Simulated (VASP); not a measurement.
Write the native input for VASP 6.6.1 that does the following.

- Task: single point
- Functional: PBEsol
- Potentials or basis: VASP PAW PBE potentials, release 64 (C)
- Cutoff: 520 eV
- k mesh: 11 × 11 × 11
- Occupations: fermi-dirac, width 0.1 eV
- Spin: no spin polarisation
- Dipole correction: no
- Further INCAR settings: ALGO = Normal; EDIFF = 1e-06; NBANDS = 16

The structure of C lies in POSCAR:

```
C
1.0
    1.2652330906      0.7304822307      8.4978434554
   -1.2652330906      0.7304822307      8.4978434554
    0.0000000000     -1.4609654874      8.4978434554
C
4
Direct
    0.9128270000      0.9128270000      0.9128270000
    0.2461500000      0.2461500000      0.2461500000
    0.7538500000      0.7538500000      0.7538500000
    0.0871730000      0.0871730000      0.0871730000
```

One way to write it, as run:

INCAR

```
  PREC = Accurate
  ENCUT = 520
  EDIFF = 1E-6
  ISMEAR = -1
  SIGMA = 0.1
  LREAL = F
  LASPH = T
  NELM = 80
  ALGO = Normal
  ISIF = 2
  LWAVE = F
  LCHARG = T
  GGA = PS
  LELF = T
  LVHAR = T
  NBANDS = 16
```

KPOINTS

```
regular mesh
0
Gamma
  11 11 11
```

Potentials or basis: VASP PAW PBE potentials, release 64 (C).

The run is started by

```sh
$ cat potpaw_PBE.64/C/POTCAR > POTCAR
$ mpirun -np 1 vasp_std > vasp.out
```

Results of the run:

```json
{"Pressure": "-16.4 GPa", "Largest force": "0.008 eV/Å", "Band gap on the k mesh": "1.17 eV, indirect (least direct gap 1.18 eV)"}
```

Caveat: the PAW data sets were made with another functional, which shifts forces and pressure a little.

Run time: 6.5 min on 1 thread of Intel(R) Xeon(R) 6975P-C (Granite Rapids), with other jobs on the host, peak memory 0.55 GiB.
